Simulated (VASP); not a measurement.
Write the native input for VASP 6.6.1 that does the following.

| Item | Value |
| --- | --- |
| Task | relaxation of cell and atoms |
| Functional | PBE |
| Potentials or basis | VASP PAW PBE potentials, release 64 (Zr_sv, B) |
| Cutoff | 600 eV |
| k mesh | 12 × 12 × 9 |
| Occupations | methfessel-paxton, width 0.15 eV |
| Spin | no spin polarisation |
| Dipole correction | no |
| Further INCAR settings | ALGO = Normal; EDIFF = 1e-06; IBRION = 2; EDIFFG = -0.05; NSW = 80; ISIF = 3 |

The structure of ZrB2 lies in POSCAR:

```
ZrB2
1.0
    3.1700000000      0.0000000000      0.0000000000
   -1.5850000000      2.7453000000      0.0000000000
    0.0000000000      0.0000000000      3.5330000000
Zr B
1 2
Direct
    0.0000000000      0.0000000000      0.0000000000
    0.3333333333      0.6666666667      0.5000000000
    0.6666666667      0.3333333333      0.5000000000
```

These files were run (other wordings do the same):

INCAR

```
SYSTEM = ZrB2
PREC = Accurate
ENCUT = 600
EDIFF = 1E-6
ISMEAR = 1
SIGMA = 0.15
LREAL = .FALSE.
LASPH = .TRUE.
NELM = 100
ALGO = Normal
ISIF = 3
LWAVE = .FALSE.
LCHARG = .FALSE.
GGA = PE
IBRION = 2
NSW = 80
EDIFFG = -0.05
```

KPOINTS

```
Automatic mesh
0
G
  12 12 9
  0 0 0
```

Potentials or basis: VASP PAW PBE potentials, release 64 (Zr_sv, B).

Command:

```console
$ cat potpaw_PBE.64/Zr_sv/POTCAR potpaw_PBE.64/B/POTCAR > POTCAR
$ mpirun -np 1 vasp_std > vasp.out
```

It gave:

```yaml
Relaxed_volume: 10.29 Å³/atom
Relaxed_cell: a = 3.173 Å, b = 3.173 Å, c = 3.541 Å, α = 90.00°, β = 90.00°, γ = 120.00°
Space_group_after_relaxing_to_0.05_Å: P6/mmm (No. 191)
Energy_gained_by_relaxing: 0.1 meV/atom
Ionic_steps: 3
Pressure_after_relaxing: -0.1 GPa
Band_gap_on_the_k_mesh: zero (band 9 reaches 11.25 eV, above the bottom of band 10 at 9.94 eV)
```

Run time: 50 s on 1 thread of Intel(R) Xeon(R) Platinum 8488C (Sapphire Rapids), with other jobs on the host, peak memory 0.2 GiB.
